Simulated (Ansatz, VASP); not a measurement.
# ZnS: VASP beside Ansatz

The input INCAR:

```
SYSTEM = ZnS
ALGO = Normal
EDIFF = 1E-7
ENCUT = 520
GGA = PS
ISIF = 2
ISMEAR = -1
LASPH = .TRUE.
LCHARG = .TRUE.
LELF = .TRUE.
LREAL = .FALSE.
LVHAR = .TRUE.
LWAVE = .FALSE.
NBANDS = 26
NELM = 80
PREC = Accurate
SIGMA = 0.03
```

The input KPOINTS:

```
k-points
0
G
  8 8 5
  0 0 0
```

Contents of POSCAR:

```
ZnS
1.0
    3.8491087694      0.0000000000      0.0000000000
   -1.9245543847      3.3334259762      0.0000000000
    0.0000000000      0.0000000000      6.2340000000
Zn S
2 2
Direct
    0.3333333333      0.6666666667      0.0000000000
    0.6666666667      0.3333333333      0.5000000000
    0.3333333333      0.6666666667      0.3850000000
    0.6666666667      0.3333333333      0.8850000000
```

Input for Ansatz:

```yaml
crystal:
  lattice:
    - [3.8491087694, 0.0, 0.0]
    - [-1.9245543847, 3.3334259762, 0.0]
    - [0.0, 0.0, 6.234]
  atoms:
    - { symbol: Zn, position: [0.3333333333, 0.6666666667, 0.0] }
    - { symbol: Zn, position: [0.6666666667, 0.3333333333, 0.5] }
    - { symbol: S, position: [0.3333333333, 0.6666666667, 0.385] }
    - { symbol: S, position: [0.6666666667, 0.3333333333, 0.885] }
kpoints:
  mp_grid: { grid: [8, 8, 5] }
  band_path:
    path:
      - [0.0, 0.0, 0.0]
      - [0.5, 0.0, 0.0]
      - [0.3333333333, 0.3333333333, 0.0]
      - [0.0, 0.0, 0.0]
      - [0.0, 0.0, 0.5]
      - [0.5, 0.0, 0.5]
      - [0.3333333333, 0.3333333333, 0.5]
      - [0.0, 0.0, 0.5]
      - [0.5, 0.0, 0.5]
    npoints: 5
scf:
  occupations: { method: fermi_dirac, width: 0.03 }
hamiltonian:
  xc: pbesol
  pseudopotentials: { kind: all_electron, lapw: { basis_error: 0.001 } }
output:
  forces: true
  stress: true
  eigenvalues: true
```

Change from the starting cell: equal xx and yy strain of +1 %.

Alike in both runs: task single point; functional PBEsol; k mesh 8 × 8 × 5; occupations fermi-dirac, width 0.03 eV; no spin polarisation.

|  | VASP | Ansatz |
| --- | --- | --- |
| version | VASP 6.6.1 | Ansatz 0.2.0 |
| potentials or method | VASP PAW PBE potentials, release 64 (Zn, S), cutoff 520 eV | all-electron LAPW, scalar-relativistic |

```csv
,VASP,Ansatz,Ansatz less VASP
gap on the k mesh at the Fermi level (eV),2.00,2.00,-0.001
pressure (GPa),-2.6,-2.7,-0.17
"traceless stress, the component that is largest in VASP (GPa)",-0.27,-0.26,+0.007
rms of the force components (eV/Å),0.141,0.141,-0.0009
```

VASP's potentials were made for PBE, not for PBEsol. Atom by atom the forces differ by 0.001 eV/Å (rms over components). Ansatz ran all-electron here, and VASP with PAW potentials.
